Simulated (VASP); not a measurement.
Al12H, 13 atoms in the cell. The cell holds a slab with vacuum, 13 atoms: a = 5.631 Å, b = 5.631 Å, c = 21.568 Å, α = 90.00°, β = 90.00°, γ = 120.00°. 

- Program: VASP 6.6.1
- Task: single point
- Functional: PBE
- Dispersion: D3(BJ)
- Potentials or basis: VASP PAW PBE potentials, release 64 (Al, H)
- Cutoff: 520 eV
- k mesh: 6 × 6 × 1
- Occupations: gaussian, width 0.1 eV
- Spin: no spin polarisation
- Dipole correction: yes
- Further INCAR settings: ALGO = Normal; EDIFF = 1e-06; NBANDS = 30

Potentials or basis: VASP PAW PBE potentials, release 64 (Al, H).

Run with:

```bash
$ cat potpaw_PBE.64/Al/POTCAR potpaw_PBE.64/H/POTCAR > POTCAR
$ mpirun -np 1 vasp_std > vasp.out
```

Hardware: 1 thread of Intel(R) Xeon(R) 6975P-C (Granite Rapids), on a shared host.

**Question.** Estimate the wall time of this run.

**Answer.** It took 5 min on 1 thread of Intel(R) Xeon(R) 6975P-C (Granite Rapids), on a shared host, peak memory 0.73 GiB. Counts: scf iterations 25, k points 20.
